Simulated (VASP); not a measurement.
Set up this calculation in VASP 6.6.1, as the native input.

```
Task                   : single point
Functional             : PBE
Potentials or basis    : VASP PAW PBE potentials, release 64 (Be, Te)
Cutoff                 : 600 eV
k mesh                 : 8 × 8 × 8
Occupations            : gaussian, width 0.02 eV
Spin                   : no spin polarisation
Dipole correction      : no
Further INCAR settings : ALGO = Normal; EDIFF = 1e-06; NBANDS = 11
```

The structure of BeTe lies in POSCAR:

```
BeTe
1.0
    0.0000000000      2.8323033092      2.8323033092
    2.8323033092      0.0000000000      2.8323033092
    2.8323033092      2.8323033092      0.0000000000
Be Te
1 1
Direct
    0.0000000000      0.0000000000      0.0000000000
    0.2500000000      0.2500000000      0.2500000000
```

These files were run (other wordings do the same):

INCAR

```
PREC     = Accurate       # precision mode
ENCUT    = 600            # plane-wave cutoff, eV
EDIFF    = 1E-6           # SCF threshold, eV
ISMEAR   = 0              # smearing method
SIGMA    = 0.02           # smearing width, eV
LREAL    = F              # projectors in reciprocal space
LASPH    = T              # aspherical terms in the spheres
NELM     = 120            # most SCF steps
ALGO     = Normal         # electronic algorithm
ISIF     = 2              # what is computed and relaxed
LWAVE    = F              # write WAVECAR
LCHARG   = F              # write CHGCAR
GGA      = PE             # functional
NBANDS   = 11             # bands
GGA_COMPAT= F
```

KPOINTS

```
regular mesh
0
Gamma
  8 8 8
```

Potentials or basis: VASP PAW PBE potentials, release 64 (Be, Te).

Run with:

```console
$ cat potpaw_PBE.64/Be/POTCAR potpaw_PBE.64/Te/POTCAR > POTCAR
$ mpirun -np 1 vasp_std > vasp.out
```

Results of the run:

- Pressure: 0.1 GPa
- Band gap on the k mesh: 2.02 eV (least direct gap 3.62 eV)

Caveat: spin-orbit coupling is left out, which moves the levels of the heavy elements.

It took 8.8 s on 1 thread of Intel(R) Xeon(R) 6975P-C (Granite Rapids) (shared host), peak memory 0.16 GiB.
